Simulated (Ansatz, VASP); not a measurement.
# One calculation of MgF2, two programs

POSCAR

```
MgF2
1.0
    4.6259220100      0.0000000000      0.0000000000
    0.0000000000      4.6259220100      0.0000000000
    0.0000000000      0.0000000000      3.0493542700
Mg F
2 4
Direct
    0.0000000000      0.0000000000      0.0000000000
    0.5000000000      0.5000000000      0.5000000000
    0.3029444600      0.3029444600      0.0000000000
    0.1970555400      0.8029444600      0.5000000000
    0.6970555400      0.6970555400      0.0000000000
    0.8029444600      0.1970555400      0.5000000000
```

INCAR.step1

```
ALGO     = Normal         # electronic algorithm
EDIFF    = 1E-5           # SCF threshold, eV
ENCUT    = 660            # plane-wave cutoff, eV
GGA      = PE             # functional
GGA_COMPAT= False        
ISMEAR   = -1             # smearing method
LASPH    = True           # aspherical terms in the spheres
LCHARG   = False          # write CHGCAR
LREAL    = False          # projectors in reciprocal space
LWAVE    = True           # write WAVECAR
NBANDS   = 25             # bands
NELM     = 120            # most SCF steps
PREC     = Accurate       # precision mode
SIGMA    = 0.02           # smearing width, eV
```

File INCAR.step2:

```
ALGO     = Normal         # electronic algorithm
EDIFF    = 1E-6           # SCF threshold, eV
ENCUT    = 660            # plane-wave cutoff, eV
GGA_COMPAT= False        
ISIF     = 2              # what is computed and relaxed
ISMEAR   = -1             # smearing method
ISTART   = 1            
LASPH    = True           # aspherical terms in the spheres
LCHARG   = False          # write CHGCAR
LMIXTAU  = True         
LREAL    = False          # projectors in reciprocal space
LWAVE    = False          # write WAVECAR
METAGGA  = R2SCAN         # meta-GGA
NBANDS   = 25             # bands
NELM     = 120            # most SCF steps
PREC     = Accurate       # precision mode
SIGMA    = 0.02           # smearing width, eV
```

Contents of KPOINTS:

```
k-points
0
Gamma
  6 6 10
```

Input for Ansatz:

```yaml
crystal:
  lattice:
    - [4.62592201, 0.0, 0.0]
    - [0.0, 4.62592201, 0.0]
    - [0.0, 0.0, 3.04935427]
  atoms:
    - { symbol: Mg, position: [0.0, 0.0, 0.0] }
    - { symbol: Mg, position: [0.5, 0.5, 0.5] }
    - { symbol: F, position: [0.30294446, 0.30294446, 0.0] }
    - { symbol: F, position: [0.19705554, 0.80294446, 0.5] }
    - { symbol: F, position: [0.69705554, 0.69705554, 0.0] }
    - { symbol: F, position: [0.80294446, 0.19705554, 0.5] }
  symmetry: { tolerance: 0.0003 }
hamiltonian:
  xc: r2scan
  pseudopotentials: { kind: paw, azcp: { folder: soft_1 } }
basis:
  ecutwfc: 500
magnetization:
  spin_polarized: false
scf:
  occupations: { method: fermi_dirac, width: 0.02 }
kpoints:
  mp_grid: { grid: [6, 6, 10], shift: [0, 0, 0] }
  band_path:
    path:
      - [0.0, 0.0, 0.0]
      - [0.0, 0.5, 0.0]
      - [0.5, 0.5, 0.0]
      - [0.0, 0.0, 0.0]
      - [0.0, 0.0, 0.5]
      - [0.0, 0.5, 0.5]
      - [0.5, 0.5, 0.5]
      - [0.0, 0.0, 0.5]
      - [0.0, 0.5, 0.0]
      - [0.0, 0.5, 0.5]
      - [0.5, 0.5, 0.0]
    npoints: 11
output:
  forces: true
  stress: true
  eigenvalues: true
  bader: true
  populations: true
  elf: true
  write_potential: true
  write_density: true
  volumetric_format: npy
  dos:
    e_range: [-12, 8]
    de: 0.05
    projected: { site_lists: { F: [F], Mg: [Mg] } }
```

Alike in both runs: task single point; functional r2SCAN; k mesh 6 × 6 × 10; occupations fermi-dirac, width 0.02 eV; no spin polarisation.

|  | VASP | Ansatz |
| --- | --- | --- |
| version | VASP 6.6.1 | Ansatz 0.2.0 |
| potentials or method | VASP PAW PBE potentials, release 64 (Mg, F), cutoff 660 eV | PAW plane waves |
| valence electrons in the cell | 32 | 48 |

```tsv
	VASP	Ansatz	Ansatz less VASP
gap on the k mesh at the Fermi level (eV)	8.01	8.06	+0.046
pressure (GPa)	-1.8	0.0	+1.76
traceless stress, the component that is largest in VASP (GPa)	-0.14	-0.01	+0.132
rms of the force components (eV/Å)	0.006	0.001	-0.0051
```

VASP's potentials were made for PBE, not for r2SCAN. Atom by atom the forces differ by 0.005 eV/Å (rms over components). VASP's potentials hold 32 valence electrons a cell and Ansatz's 48, so a difference there can come from the potentials and not from the codes.
